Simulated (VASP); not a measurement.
# Ir (P6_3/mmc) in VASP: notebook, part 2 of 2

VASP 6.6.1. The steps go on from the part before.

## Step 4: Single point, LDA, collinear spin (11.40 Å³/atom)

This run uses another cell than the first one, of 11.40 Å³/atom.

File INCAR:

```
SYSTEM = Ir
  ALGO = Fast
  EDIFF = 1E-6
  ENCUT = 520
  GGA = CA
  ISIF = 2
  ISMEAR = 0
  ISPIN = 2
  LASPH = .True.
  LCHARG = .False.
  LMAXMIX = 4
  LORBIT = 11
  LREAL = .False.
  LWAVE = .False.
  MAGMOM = 0.8 0.8
  NBANDS = 20
  NELM = 150
  NUPDOWN = 1.6
  PREC = Accurate
  SIGMA = 0.15
```

File KPOINTS:

```
k-points
0
Gamma
  21 21 12
  0 0 0
```

File POSCAR:

```
Ir
1.0
    2.5320989223      0.0000000000      0.0000000000
   -1.2660494611      2.1928619916      0.0000000000
    0.0000000000      0.0000000000      4.1055058928
Ir
2
Direct
    0.6666666667      0.3333333333      0.7500000000
    0.3333333333      0.6666666667      0.2500000000
```

Potentials or basis: VASP PAW LDA potentials, release 64 (Ir).

Started as:

```
> cat potpaw_LDA.64/Ir/POTCAR > POTCAR
> mpirun -np 1 vasp_std > vasp.out
```

OUTCAR:

```text
SYSTEM = Ir
   EDIFF = 1E-6
   ENCUT = 520
   GGA = CA
   ISIF = 2
   ISMEAR = 0
   ISPIN = 2
   LASPH = .True.
   LORBIT = 11
   LREAL = .False.
   NELM = 150
   NUPDOWN = 1.6
   PREC = Accurate

 ion  position               nearest neighbor table
   1  0.667  0.333  0.750-   2 2.52   2 2.52   2 2.52   2 2.52   2 2.52   2 2.52
   2  0.333  0.667  0.250-   1 2.52   1 2.52   1 2.52   1 2.52   1 2.52   1 2.52

  LATTYP: Found a hexagonal cell.
 ALAT       =     2.5320989223
 C/A-ratio  =     1.6213844794

  Lattice vectors:

 A1 = (   2.5320989223,   0.0000000000,   0.0000000000)
 A2 = (  -1.2660494611,   2.1928619916,   0.0000000000)
 A3 = (   0.0000000000,   0.0000000000,   4.1055058928)

Analysis of symmetry for initial positions (statically):
=====================================================================
 Subroutine PRICEL returns:
 Original cell was already a primitive cell.

 Routine SETGRP: Setting up the symmetry group for a
 hexagonal supercell.

 Subroutine GETGRP returns: Found 24 space group operations
 (whereof 12 operations were pure point group operations)
 out of a pool of 24 trial point group operations.

The static configuration has the point symmetry D_3d.
 The point group associated with its full space group is D_6h.

Analysis of symmetry for dynamics (positions and initial velocities):
=====================================================================
 Subroutine PRICEL returns:
 Original cell was already a primitive cell.

 Routine SETGRP: Setting up the symmetry group for a
 hexagonal supercell.

 Subroutine GETGRP returns: Found 24 space group operations
 (whereof 12 operations were pure point group operations)
 out of a pool of 24 trial point group operations.

The dynamic configuration has the point symmetry D_3d.
 The point group associated with its full space group is D_6h.

Analysis of structural, dynamic, and magnetic symmetry:
=====================================================================
 Subroutine PRICEL returns:
 Original cell was already a primitive cell.

 Routine SETGRP: Setting up the symmetry group for a
[... 153 lines left out ...]
  free energy    TOTEN  =       -18.08044373 eV

  energy without entropy =      -18.06135997  energy(sigma->0) =      -18.07090185

 E-fermi :  13.7432     XC(G=0): -15.4053

 val. band max:       15.3553895182   @ k =   0.0952   0.0952   0.4167
 cond. band min:      13.7453087710   @ k =   0.2381   0.0952   0.1667
 fundamental gap:     -1.6100807471
 Fermi energy:        15.3581837992

 spin component 1

 k-point     1 :       0.0000    0.0000    0.0000
  band No.  band energies     occupation
      1       0.8674      1.00000
      2       3.6968      1.00000
      3       8.9988      1.00000
      4       9.0914      1.00000
      5       9.0914      1.00000
      6      10.0423      1.00000
[... 541 lines left out ...]
     19      37.2597      0.00000
     20      41.1133      0.00000

 [... further k-points ...]

 spin component 2

 k-point     1 :       0.0000    0.0000    0.0000
  band No.  band energies     occupation
      1       1.1159      1.00000
      2       4.0457      1.00000
      3       9.4436      1.00000
      4       9.5270      1.00000
      5       9.5270      1.00000
      6      10.4896      1.00000
[... 541 lines left out ...]
     19      37.5429      0.00000
     20      41.4576      0.00000

 [... further k-points ...]

------------------------ aborting loop because EDIFF is reached ----------------------------------------

  FORCE on cell =-STRESS in cart. coord.  units (eV):
  Direction    XX          YY          ZZ          XY          YZ          ZX
  --------------------------------------------------------------------------------------
  -------------------------------------------------------------------------------------
  Total       20.6042946     20.6042946     21.0234053      0.0000000      0.0000000      0.0000000
  in kB     1448.1371195   1448.1371195   1477.5935835      0.0000000      0.0000000      0.0000000
  external PRESSURE =    1457.9559409 kB  Pullay stress =       0.0000000 kB

 VOLUME and BASIS-vectors are now :
 -----------------------------------------------------------------------------
  energy-cutoff  :      520.00
  volume of cell :       22.80
      direct lattice vectors                 reciprocal lattice vectors
     2.532098922  0.000000000  0.000000000     0.394929278  0.228012525  0.000000000
    -1.266049461  2.192861992  0.000000000     0.000000000  0.456025050  0.000000000
     0.000000000  0.000000000  4.105505893     0.000000000  0.000000000  0.243575342

 POSITION                                       TOTAL-FORCE (eV/Angst)
 -----------------------------------------------------------------------------------
      1.26605      0.73095      3.07913         0.000000      0.000000      0.000000
     -0.00000      1.46191      1.02638        -0.000000     -0.000000      0.000000
 -----------------------------------------------------------------------------------
    total drift:                                0.000000     -0.000000     -0.000000

  FREE ENERGIE OF THE ION-ELECTRON SYSTEM (eV)
  ---------------------------------------------------
  free  energy   TOTEN  =       -18.0804437296 eV

  energy  without entropy=      -18.0613599714  energy(sigma->0) =      -18.07090185

 total charge

# of ion       s       p       d       tot
------------------------------------------
    1        0.822   1.075   7.462   9.360
    2        0.822   1.075   7.462   9.360
--------------------------------------------------
tot          1.644   2.151  14.924  18.719

 magnetization (x)

# of ion       s       p       d       tot
------------------------------------------
    1        0.008   0.028   0.740   0.775
    2        0.008   0.028   0.740   0.775
--------------------------------------------------
tot          0.015   0.056   1.480   1.551
```

OSZICAR:

```text
N       E                     dE             d eps       ncg     rms          rms(c)
DAV:   1     0.162585862035E+03    0.16259E+03   -0.78883E+03 26928   0.917E+02
DAV:   2    -0.145545461226E+02   -0.17714E+03   -0.15959E+03 27428   0.282E+02
DAV:   3    -0.189740478259E+02   -0.44195E+01   -0.43614E+01 32052   0.537E+01
DAV:   4    -0.190326207137E+02   -0.58573E-01   -0.58539E-01 32360   0.514E+00
DAV:   5    -0.190341908665E+02   -0.15702E-02   -0.15701E-02 33388   0.866E-01    0.442E+01
RMM:   6    -0.183464079433E+02    0.68778E+00   -0.28496E-01 29220   0.475E+00    0.224E+01
RMM:   7    -0.181015286473E+02    0.24488E+00   -0.16404E-01 28917   0.278E+00    0.104E+01
RMM:   8    -0.180851817736E+02    0.16347E-01   -0.38435E-02 33680   0.140E+00    0.154E+00
RMM:   9    -0.180807278280E+02    0.44539E-02   -0.33128E-03 33348   0.428E-01    0.302E-01
RMM:  10    -0.180804109013E+02    0.31693E-03   -0.13415E-03 32726   0.321E-01    0.118E-01
RMM:  11    -0.180804363274E+02   -0.25426E-04   -0.26068E-04 35094   0.102E-01    0.419E-02
RMM:  12    -0.180804443300E+02   -0.80027E-05   -0.48589E-05 38011   0.424E-02    0.608E-02
RMM:  13    -0.180804437296E+02    0.60041E-06   -0.56701E-06 29257   0.113E-02
   1 F= -.18080444E+02 E0= -.18070902E+02  d E =-.190838E-01  mag=     1.6000
```

Run time: 1.8 min. Hardware: 1 thread of AMD EPYC 9R45 (Zen 5), shared host; peak memory 0.27 GiB.

Results:

| Quantity | Value |
| --- | --- |
| Free energy | -18.0804 eV |
| Pressure | 145.8 GPa |
| Net moment | 1.60 μB per cell |
| Site moments | Ir +0.78 μB |

Caveat: the cell stands under pressure; spin-orbit coupling is left out, which moves the levels of the heavy elements; the total moment is fixed, so each spin has its own Fermi level.

## Step 5: Single point, LDA, collinear spin (11.40 Å³/atom)

This run uses another cell than the first one, of 11.40 Å³/atom.

File INCAR:

```
PREC = Accurate
ENCUT = 520
EDIFF = 1E-6
ISMEAR = 0
SIGMA = 0.15
LREAL = F
LASPH = T
NELM = 150
ALGO = Normal
ISIF = 2
LWAVE = F
LCHARG = T
ISPIN = 2
MAGMOM = 0.4 0.4
LORBIT = 11
NUPDOWN = 0.8
LMAXMIX = 4
LELF = T
LVHAR = T
NBANDS = 20
```

File KPOINTS:

```
regular mesh
0
Gamma
  21 21 12
```

POSCAR is that of step 4.

Started as:

```
> cat potpaw_LDA.64/Ir/POTCAR > POTCAR
> mpirun -np 1 vasp_std > vasp.out
```

Run time: 96 s. Hardware: 1 thread of AMD EPYC 9R45 (Zen 5), shared host; peak memory 0.27 GiB.

Results (log left out):

- Free energy: -18.5434 eV
- Pressure: 139.0 GPa
- Net moment: 0.80 μB per cell
- Site moments: Ir +0.39 μB

Stress tensor (GPa, compression positive):
```
138.34   0.00   0.00
  0.00 138.34   0.00
  0.00   0.00 140.26
```

Caveat: the cell stands under pressure; spin-orbit coupling is left out, which moves the levels of the heavy elements; the total moment is fixed, so each spin has its own Fermi level.

## Step 6: Overview

```csv
fixed moment (μB),cell,pressure (GPa),moment (μB)
1.0,"a = 2.650, b = 2.650, c = 4.297 Å, angles 90.0, 90.0, 120.0°, 2 atoms",35.1,1.00
0.6,"a = 2.650, b = 2.650, c = 4.297 Å, angles 90.0, 90.0, 120.0°, 2 atoms",33.5,0.60
1.6,"a = 2.532, b = 2.532, c = 4.106 Å, angles 90.0, 90.0, 120.0°, 2 atoms",145.8,1.60
0.8,"a = 2.532, b = 2.532, c = 4.106 Å, angles 90.0, 90.0, 120.0°, 2 atoms",139.0,0.80
```

Alike in all rows: task single point; level LDA; potentials or basis VASP PAW LDA potentials, release 64 (Ir); spin collinear; k mesh 21 × 21 × 12; cutoff (eV) 520; smearing gaussian 0.15 eV.

Caveats: the cell stands under pressure; spin-orbit coupling is left out, which moves the levels of the heavy elements; the total moment is fixed, so each spin has its own Fermi level.

Total energies depend on the potentials used, so only differences within one code and one set of settings carry meaning.
